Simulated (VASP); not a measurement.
# Si17O32 (a cell with a defect) in VASP: notebook

The runs below take Si17O32 (a cell with a defect) through single point, with PBEsol.

Everything below comes from runs of VASP 6.6.1. Logs are shortened: lines on timing, memory, paths and dates and some standing lists are left out, and cuts for length are marked.

## 1. The cell of the first run

The cell holds a defect, 49 atoms: a = 8.389 Å, b = 8.389 Å, c = 5.357 Å, α = 90.00°, β = 90.00°, γ = 90.00°.

## 2. Single point, PBEsol

INCAR

```
  PREC = Accurate
  ENCUT = 520
  EDIFF = 1E-7
  ISMEAR = -1
  SIGMA = 0.05
  LREAL = Auto
  LASPH = True
  NELM = 100
  ALGO = Normal
  ISIF = 2
  LWAVE = False
  LCHARG = False
  GGA = PS
  NBANDS = 160
  NELECT = 254.0
  ISYM = 0
```

KPOINTS

```
Automatic mesh
0
Gamma
  1 1 1
  0.25 0.25 0.25
```

POSCAR

```
Si17O32
1.0
    8.3886930000      0.0000000000      0.0000000000
    0.0000000000      8.3886930000      0.0000000000
    0.0000000000      0.0000000000      5.3570950000
Si O
17 32
Direct
    0.0099750000      0.0097380000      0.0058800000
    0.9917930000      0.9936500000      0.5266190000
    0.9818140000      0.4950650000      0.9785040000
    0.9894260000      0.4974920000      0.4887990000
    0.4960840000      0.0063520000      0.9936450000
    0.4966280000      0.9960210000      0.5269590000
    0.5201080000      0.5141490000      0.9979380000
    0.5053180000      0.5026510000      0.4993750000
    0.2499230000      0.2505680000      0.2278200000
    0.2600910000      0.2504840000      0.7652630000
    0.2440940000      0.7527200000      0.2423920000
    0.2601480000      0.7538450000      0.7403140000
    0.7472320000      0.2417750000      0.2416210000
    0.7600050000      0.2342560000      0.7345780000
    0.7455890000      0.7451130000      0.2390380000
    0.7482150000      0.7666520000      0.7561520000
    0.3847540000      0.3949450000      0.8072090000
    0.1387980000      0.1576430000      0.9836570000
    0.1394700000      0.1631850000      0.5029020000
    0.1514630000      0.6635040000      0.0032600000
    0.1685780000      0.6572600000      0.4955590000
    0.6640160000      0.1504310000      0.9830150000
    0.6602950000      0.1564280000      0.4922600000
    0.6615810000      0.6481040000      0.0001890000
    0.6468020000      0.6421670000      0.5185350000
    0.3534320000      0.3463370000      0.0114470000
    0.3672710000      0.3336200000      0.5103270000
    0.3383540000      0.8430870000      0.9885990000
    0.3441360000      0.8542760000      0.5181070000
    0.8402590000      0.3499910000      0.9853500000
    0.8327140000      0.3631310000      0.5120590000
    0.8468400000      0.8477740000      0.9939420000
    0.8426320000      0.8601760000      0.5241880000
    0.1123630000      0.3915220000      0.2658130000
    0.0879190000      0.3930370000      0.7337050000
    0.0940370000      0.8940890000      0.2660560000
    0.0853380000      0.9144050000      0.7426640000
    0.5938680000      0.3904240000      0.2436950000
    0.5977380000      0.4143890000      0.7287570000
    0.6018000000      0.9007140000      0.2332750000
    0.6078930000      0.9122300000      0.7541470000
    0.4064430000      0.0861110000      0.2512700000
    0.4115850000      0.0970550000      0.7522620000
    0.4180980000      0.6101200000      0.2455340000
    0.4180860000      0.5890160000      0.7599340000
    0.9063290000      0.0887340000      0.2368050000
    0.8960590000      0.0911450000      0.7602700000
    0.9161600000      0.6096110000      0.2460160000
    0.9046060000      0.6005960000      0.7408620000
```

Potentials or basis: VASP PAW PBE potentials, release 64 (Si, O).

Command:

```
$ cat potpaw_PBE.64/Si/POTCAR potpaw_PBE.64/O/POTCAR > POTCAR
$ mpirun -np 1 vasp_std > vasp.out
```

OUTCAR:

```text
PREC = Accurate
   ENCUT = 520
   EDIFF = 1E-7
   ISMEAR = -1
   LREAL = Auto
   LASPH = True
   NELM = 100
   ISIF = 2
   GGA = PS
   NELECT = 254.0
   ISYM = 0

 ion  position               nearest neighbor table
   1  0.010  0.010  0.006-  18 1.65  46 1.65  37 1.74  47 1.76  36 1.84  32 1.93   2 2.58   2 2.80
                             9 3.09
   2  0.992  0.994  0.527-  37 1.55  33 1.68  47 1.70  36 1.84  46 1.89  19 1.89   1 2.58   1 2.80
                            14 3.02  16 3.05
   3  0.982  0.495  0.979-  49 1.68  30 1.70  35 1.80  48 1.81  20 2.01  34 2.08   4 2.62   4 2.73
[... 47 lines left out ...]
  36  0.094  0.894  0.266-  11 1.73   1 1.84   2 1.84
  37  0.085  0.914  0.743-   2 1.55   1 1.74  12 1.99
  38  0.594  0.390  0.244-   7 1.79  13 1.79   8 1.82
  39  0.598  0.414  0.729-   8 1.63   7 1.79  17 1.84  14 2.03
  40  0.602  0.901  0.233-  15 1.78   5 1.79   6 1.97
  41  0.608  0.912  0.754-   6 1.69  16 1.70   5 1.77
  42  0.406  0.086  0.251-   5 1.71   6 1.82   9 1.91
  43  0.412  0.097  0.752-   6 1.64   5 1.66  10 1.81  17 2.53
  44  0.418  0.610  0.246-   7 1.77   8 1.79  11 1.89
  45  0.418  0.589  0.760-   7 1.66  17 1.67   8 1.73  12 1.92
  46  0.906  0.089  0.237-   1 1.65  13 1.85   2 1.89
  47  0.896  0.091  0.760-  14 1.66   2 1.70   1 1.76
  48  0.916  0.610  0.246-   4 1.72   3 1.81  15 1.83
  49  0.905  0.601  0.741-   3 1.68   4 1.75  16 1.92

 -----------------------------------------------------------------------------
|                                                                             |
|           W    W    AA    RRRRR   N    N  II  N    N   GGGG   !!!           |
|           W    W   A  A   R    R  NN   N  II  NN   N  G    G  !!!           |
|           W    W  A    A  R    R  N N  N  II  N N  N  G       !!!           |
|           W WW W  AAAAAA  RRRRR   N  N N  II  N  N N  G  GGG   !            |
|           WW  WW  A    A  R   R   N   NN  II  N   NN  G    G                |
|           W    W  A    A  R    R  N    N  II  N    N   GGGG   !!!           |
|                                                                             |
|     The distance between some ions is very small. Please check the          |
|     nearest-neighbor list in the OUTCAR file.                               |
|     I HOPE YOU KNOW WHAT YOU ARE DOING!                                     |
|                                                                             |
 -----------------------------------------------------------------------------

IMPORTANT INFORMATION: All symmetrisations will be switched off!
NOSYMM: (Re-)initialisation of all symmetry stuff for point group C_1.

----------------------------------------------------------------------------------------

                                     Primitive cell

  volume of cell :     376.9797

  direct lattice vectors                    reciprocal lattice vectors
     8.388693000  0.000000000  0.000000000     0.119208082  0.000000000  0.000000000
     0.000000000  8.388693000  0.000000000     0.000000000  0.119208082  0.000000000
     0.000000000  0.000000000  5.357095000     0.000000000  0.000000000  0.186668334

  length of vectors
     8.388693000  8.388693000  5.357095000     0.119208082  0.119208082  0.186668334

  position of ions in fractional coordinates (direct lattice)
     0.009975000  0.009738000  0.005880000
     0.991793000  0.993650000  0.526619000
     0.981814000  0.495065000  0.978504000
     0.989426000  0.497492000  0.488799000
     0.496084000  0.006352000  0.993645000
     0.496628000  0.996021000  0.526959000
[... 41 lines left out ...]
     0.916160000  0.609611000  0.246016000
     0.904606000  0.600596000  0.740862000

  ion indices of the primitive-cell ions
   primitive index   ion index
                 1           1
                 2           2
                 3           3
                 4           4
                 5           5
                 6           6
[... 41 lines left out ...]
                48          48
                49          49

----------------------------------------------------------------------------------------

 KPOINTS: Automatic mesh

Automatic generation of k-mesh.
 Grid dimensions read from file:
 generate k-points for:    1    1    1

 Generating k-lattice:

  Cartesian coordinates                     Fractional coordinates (reciprocal lattice)
     0.119208082  0.000000000  0.000000000     1.000000000  0.000000000  0.000000000
     0.000000000  0.119208082  0.000000000     0.000000000  1.000000000  0.000000000
     0.000000000  0.000000000  0.186668334     0.000000000  0.000000000  1.000000000

  Length of vectors
     0.119208082  0.119208082  0.186668334

  Shift w.r.t. Gamma in fractional coordinates (k-lattice)
     0.250000000  0.250000000  0.250000000

 Subroutine IBZKPT returns following result:
 ===========================================

 Found      4 irreducible k-points:

 Following reciprocal coordinates:
            Coordinates               Weight
  0.250000  0.250000  0.250000      2.000000
 -0.250000  0.250000  0.250000      2.000000
 -0.250000 -0.250000  0.250000      2.000000
  0.250000 -0.250000  0.250000      2.000000
   k-points           NKPTS =      4   k-points in BZ     NKDIM =      4   number of bands    NBANDS=    160
   number of dos      NEDOS =    301   number of ions     NIONS =     49
   total plane-waves  NPLWV = 163840
   dimension x,y,z NGX =    64 NGY =   64 NGZ =   40
   dimension x,y,z NGXF=   128 NGYF=  128 NGZF=   80
   ions per type =              17  32
   NGX,Y,Z   is equivalent  to a cutoff of  12.68, 12.68, 12.41 a.u.
   NGXF,Y,Z  is equivalent  to a cutoff of  25.37, 25.37, 24.83 a.u.
 SYSTEM =  unknown system
   PREC   = accura    normal or accurate (medium, high low for compatibility)
   ISTART =      0    job   : 0-new  1-cont  2-samecut
   ICHARG =      2    charge: 1-file 2-atom 10-const
   ISPIN  =      1    spin polarized calculation?
   LNONCOLLINEAR =      F non collinear calculations
   LSORBIT =      F    spin-orbit coupling
   LASPH  =      T    aspherical Exc in radial PAW
   ENCUT  =  520.0 eV  38.22 Ry    6.18 a.u.  15.60 15.60  9.96*2*pi/ulx,y,z
   NELM   =    100;   NELMIN=  2; NELMDL= -5     # of ELM steps
   EDIFF  = 0.1E-06   stopping-criterion for ELM
   LREAL  =      T    real-space projection
   EDIFFG = 0.1E-05   stopping-criterion for IOM
   NSW    =      0    number of steps for IOM
   IBRION =     -1    ionic relax: 0-MD 1-quasi-New 2-CG
   NFREE  =      0    steps in history (QN), initial steepest desc. (CG)
   ISIF   =      2    stress and relaxation
   ISYM   =      0    0-nonsym 1-usesym 2-fastsym
   POTIM  = 0.5000    time-step for ionic-motion
   TEBEG  =    0.0;   TEEND  =   0.0 temperature during run
   PSTRESS=    0.0 pullay stress
   NELECT =     254.0000    total number of electrons
   NUPDOWN=      -1.0000    fix difference up-down
   EMIN   =  10.00;   EMAX   =-10.00  energy-range for DOS
   EFERMI =   0.00;   METHOD = LEGACY
   ISMEAR =    -1;   SIGMA  =   0.05  broadening in eV -4-tet -1-fermi 0-gaus
   EFERMI_NEDOS =   21; number of points for ismear=-14 and -15
   IALGO  =     38    algorithm
   IMIX   =      4    mixing-type and parameters
     AMIX     =   0.40;   BMIX     =  1.00
     AMIX_MAG =   1.60;   BMIX_MAG =  1.00
  volume/ion in A,a.u.               =       7.69        51.92
  Fermi-wavevector in a.u.,A,eV,Ry     =   1.435203  2.712141 28.025396  2.059808
  Thomas-Fermi vector in A             =   2.554528
   LORBIT       =      0    0 simple, 1 ext, 2 COOP (PROOUT), +10 PAW based schemes
   GGA     = PS    functional components
   LHFCALC =     F    Hartree Fock is set to
   AEXX    =    0.0000 exact exchange contribution
   IVDW    =     0    specifies the selected vdW correction
   LEPSILON=     F    determine dielectric tensor
   LRPA    =     F    only Hartree local field effects (RPA)
 non-spin polarized calculation
  energy-cutoff  :      520.00
  volume of cell :      376.98
 maximum number of plane-waves:     10145
 NGX is ok and might be reduce to    64
   NGX = 31   NGY = 31   NGZ = 19

 number of electron     254.0000007 magnetization

 Free energy of the ion-electron system (eV)
  ---------------------------------------------------
  ext. energy  EPLUGINS =         0.00000000
  ---------------------------------------------------
  free energy    TOTEN  =      -415.58571275 eV

  energy without entropy =     -415.56071240  energy(sigma->0) =     -415.57321257

 E-fermi :   8.1099     XC(G=0): -12.4222

 val. band max:        7.9541658341   @ k =  -0.2500  -0.2500   0.2500
 cond. band min:       8.2709542829   @ k =   0.2500  -0.2500   0.2500
 fundamental gap:      0.3167884488
 Fermi energy:         8.1099342311

 k-point     1 :       0.2500    0.2500    0.2500
  band No.  band energies     occupation
      1     -20.2522      2.00000
      2     -17.2799      2.00000
      3     -15.3686      2.00000
      4     -13.7979      2.00000
      5     -13.6848      2.00000
      6     -13.0805      2.00000
[... 131 lines left out ...]
    138      15.7244      0.00000
    139      15.8266      0.00000

 k-point     2 :      -0.2500    0.2500    0.2500
  band No.  band energies     occupation
      1     -20.2522      2.00000
      2     -17.2800      2.00000
      3     -15.3678      2.00000
      4     -13.8157      2.00000
      5     -13.6612      2.00000
      6     -13.1007      2.00000
[... 131 lines left out ...]
    138      15.5891      0.00000
    139      15.8412      0.00000

 k-point     3 :      -0.2500   -0.2500    0.2500
  band No.  band energies     occupation
      1     -20.2522      2.00000
      2     -17.2803      2.00000
      3     -15.3658      2.00000
      4     -13.8027      2.00000
      5     -13.6863      2.00000
      6     -13.0853      2.00000
[... 131 lines left out ...]
    138      15.5902      0.00000
    139      15.7598      0.00000

 k-point     4 :       0.2500   -0.2500    0.2500
  band No.  band energies     occupation
      1     -20.2522      2.00000
      2     -17.2801      2.00000
      3     -15.3661      2.00000
      4     -13.8269      2.00000
      5     -13.6660      2.00000
      6     -13.0745      2.00000
[... 131 lines left out ...]
    138      15.6913      0.00000
    139      15.7951      0.00000
 [bands above 139 left out]

------------------------ aborting loop because EDIFF is reached ----------------------------------------

  FORCE on cell =-STRESS in cart. coord.  units (eV):
  Direction    XX          YY          ZZ          XY          YZ          ZX
  --------------------------------------------------------------------------------------
  -------------------------------------------------------------------------------------
  Total      -23.2879283     -8.2848306     20.8863363     44.0808880    -11.6804162      3.3630600
  in kB      -98.9745392    -35.2108301     88.7676863    187.3453712    -49.6421922     14.2931268
  external PRESSURE =     -15.1392277 kB  Pullay stress =       0.0000000 kB

 VOLUME and BASIS-vectors are now :
 -----------------------------------------------------------------------------
  energy-cutoff  :      520.00
  volume of cell :      376.98
      direct lattice vectors                 reciprocal lattice vectors
     8.388693000  0.000000000  0.000000000     0.119208082  0.000000000  0.000000000
     0.000000000  8.388693000  0.000000000     0.000000000  0.119208082  0.000000000
     0.000000000  0.000000000  5.357095000     0.000000000  0.000000000  0.186668334

 POSITION                                       TOTAL-FORCE (eV/Angst)
 -----------------------------------------------------------------------------------
      0.08368      0.08169      0.03150        -2.370895     -4.083806      0.357371
      8.31985      8.33542      2.82115        -0.749745      2.453317     -6.626867
      8.23614      4.15295      5.24194         1.548247      1.895864      2.300711
      8.29999      4.17331      2.61854         1.261889      1.311335     -0.475994
      4.16150      0.05328      5.32305         3.232626     -3.430647      3.923891
      4.16606      8.35531      2.82297         2.605504     -1.470050     -6.794922
[... 41 lines left out ...]
      7.68538      5.11384      1.31793        -1.101396     -1.471082     -0.261117
      7.58846      5.03822      3.96887        -0.229532      0.657274     -0.332994
 -----------------------------------------------------------------------------------
    total drift:                               -0.017247      0.019640      0.002110

  FREE ENERGIE OF THE ION-ELECTRON SYSTEM (eV)
  ---------------------------------------------------
  free  energy   TOTEN  =      -415.5857127456 eV

  energy  without entropy=     -415.5607124042  energy(sigma->0) =     -415.57321257
```

Wall time 23 min (1 thread of AMD EPYC 7R13 (Zen 3), shared host); peak memory 0.45 GiB.

What came out:

```
Free energy   : -415.5857 eV
Largest force : 55.031 eV/Å
```

Forces on the atoms (eV/Å):
```
Si   -2.371  -4.084   0.357
Si   -0.750   2.453  -6.627
Si    1.548   1.896   2.301
Si    1.262   1.311  -0.476
Si    3.233  -3.431   3.924
Si    2.606  -1.470  -6.795
Si   13.698   9.676  13.538
Si    4.643   4.469 -10.493
Si   -5.230  -6.219   7.647
Si  -26.392 -27.393  -9.931
Si    0.328   0.742   0.856
Si   -5.484   0.633   1.705
Si    1.899   0.176  -0.617
Si    1.071   0.767   1.239
Si    1.423   1.898   2.939
Si    0.651  -2.574  -1.338
Si   18.567  27.571 -43.858
O     5.425   3.109   1.068
O     2.872  -0.574  -0.124
O    -0.287  -3.061  -2.620
O    -0.936  -2.295   1.383
O    -2.936  -0.020   0.936
O    -2.126  -1.709   0.374
O     0.080   0.221  -1.161
O     2.223   3.135  -1.609
O    -8.632 -14.054  38.502
O     0.069   1.640   0.374
O     2.722   2.441   0.757
O     2.331   0.779  -2.096
O     0.270  -0.092   1.119
O     1.027  -1.254  -2.187
O     0.915   0.342   1.922
O    -1.190  -2.281  -3.122
O    -1.334   2.379  -1.930
O     3.096   0.615   2.124
O    -0.142   1.966  -0.992
O     4.634  -3.532   4.224
O    -1.480   1.522  -0.767
O    -1.332  -4.061   5.069
O    -0.747  -0.146   1.581
O    -2.113  -0.352   0.226
O    -2.173   3.312  -0.266
O    -3.310   4.144   1.439
O    -0.909  -2.256  -0.078
O    -4.584   1.160  -0.163
O    -1.373   2.050   2.731
O     0.569   1.265  -0.492
O    -1.101  -1.471  -0.261
O    -0.230   0.657  -0.333
```

Caveat: the k points lie up to 1.17 Å⁻¹ apart; the cell carries a net charge on a neutralising background, which shifts energy and pressure; the cell is charged against a uniform background, so pressure and absolute levels hang on convention; the PAW data sets were made with another functional, which shifts forces and pressure a little.

## 3. Single point, PBEsol

INCAR

```
SYSTEM = Si17O32
ALGO = Normal
EDIFF = 1E-7
ENCUT = 520
GGA = PS
ISIF = 2
ISMEAR = 0
ISYM = 0
LASPH = .True.
LCHARG = .False.
LREAL = Auto
LWAVE = .False.
NBANDS = 160
NELM = 60
PREC = Accurate
SIGMA = 0.01
```

KPOINTS is that of step 2.

POSCAR is that of step 2.

Potentials or basis: VASP PAW PBE potentials, release 64 (Si, O).

Command:

```
$ cat potpaw_PBE.64/Si/POTCAR potpaw_PBE.64/O/POTCAR > POTCAR
$ mpirun -np 1 vasp_std > vasp.out
```

It took 16 min on 1 thread of AMD EPYC 7R13 (Zen 3), shared host; peak memory 0.46 GiB.

The run converged. Its results:

| Quantity | Value |
| --- | --- |
| Free energy | -352.6836 eV |
| Pressure | 46.0 GPa |
| Largest force | 53.465 eV/Å |
| Band gap on the k mesh | 0.18 eV |

Forces on the atoms (eV/Å):
```
Si   -1.322  -3.306   0.277
Si    0.674   3.027  -6.287
Si    3.418   0.347   0.443
Si    2.633  -0.872   1.233
Si    1.987  -2.060   3.628
Si    1.082  -0.575  -6.163
Si    9.492   6.099  10.864
Si    2.105   1.242  -8.142
Si   -1.195  -2.115   5.151
Si  -22.920 -21.427  -8.595
Si    0.561  -0.358   0.796
Si   -4.082  -1.545   1.508
Si    0.741   1.710  -0.425
Si    0.011   2.559   0.992
Si    1.192   2.195   2.472
Si    1.374  -2.691  -1.135
Si   17.742  25.135 -33.125
O     1.578  -0.300   1.332
O     2.209  -1.490  -0.103
O    -0.210  -2.209  -2.418
O    -1.209  -1.732   1.124
O    -2.483  -0.335   0.954
O    -1.622  -2.151   0.402
O     0.861   1.065  -1.093
O     3.030   4.053  -1.664
O   -11.056 -17.593  49.261
O     1.577   1.511 -10.146
O     2.711   2.594   0.677
O     2.223   1.359  -2.037
O    -0.004  -0.395   1.360
O     1.189  -1.716  -2.683
O     0.415  -0.144   1.601
O    -1.400  -2.178  -2.880
O    -3.015   3.326  -1.845
O    -2.432   2.795   1.284
O    -0.212   1.720  -1.079
O     4.372  -3.670   4.125
O     1.325   0.965   0.695
O     3.016  -4.144  -0.359
O    -0.631  -0.258   1.418
O    -1.807  -0.683   0.344
O    -0.936   1.407  -0.210
O    -1.237   0.042   0.781
O    -1.097  -0.040   1.201
O    -4.618   7.252  -5.125
O    -1.851   2.093   2.669
O    -0.060   1.450  -0.690
O    -1.427  -1.183  -0.128
O    -0.690   1.227  -0.260
```

Stress tensor (GPa, compression positive):
```
38.44 17.95 -1.43
17.95 40.95 -6.57
-1.43 -6.57 58.74
```

Levels at points of the mesh, in eV from the valence-band top:
```csv
k point,band 128,band 129,band 130,band 131,band 132,band 133
"(0.25, 0.25, 0.25)",-5.58,-1.30,-0.08,0.26,0.75,0.98
```

Caveat: the k points lie up to 1.17 Å⁻¹ apart; the PAW data sets were made with another functional, which shifts forces and pressure a little.
